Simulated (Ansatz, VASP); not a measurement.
## Two plane-wave programs on Y4N

```xyz
5
Lattice="4.7469 0.0000 0.0000 0.0000 4.7469 0.0000 0.0000 0.0000 4.7469" Properties=species:S:1:pos:R:3 pbc="T T T"
Y     0.0000    0.0000    0.0000
Y     2.3734    2.3734    0.0000
Y     2.3734    0.0000    2.3734
Y     0.0000    2.3734    2.3734
N     2.3734    2.3734    2.3734
```

Change from the starting cell: species swapped into the Ni4N type (Pm-3m, No. 221).

Alike in both runs: task relaxation of cell and atoms; functional PBE; k mesh 4 × 4 × 4; occupations gaussian, width 0.1 eV; no spin polarisation.

|  | VASP | Ansatz |
| --- | --- | --- |
| version | VASP 6.6.1 | Ansatz 0.2.0 |
| potentials or method | VASP PAW PBE potentials, release 64 (Y_sv, N), cutoff 600 eV | scalar-relativistic, plane waves, PAW |
| valence electrons in the cell | 49 | 49 |

|  | VASP | Ansatz | Ansatz less VASP |
| --- | --- | --- | --- |
| gap on the k mesh at the Fermi level, each at its own relaxed structure (eV) | none | none | - |
| relaxed volume (Å³/atom) | 24.70 | 24.68 | -0.023 |
| relaxed length of the cell vector where the two differ most in proportion (Å) | 4.980 | 4.978 | -0.0015 |

A gap of «none» marks a metal or a gap that the smearing closes.

Noted on VASP's run: the volume moved by over 15 % at a fixed basis, so the end points are rough.
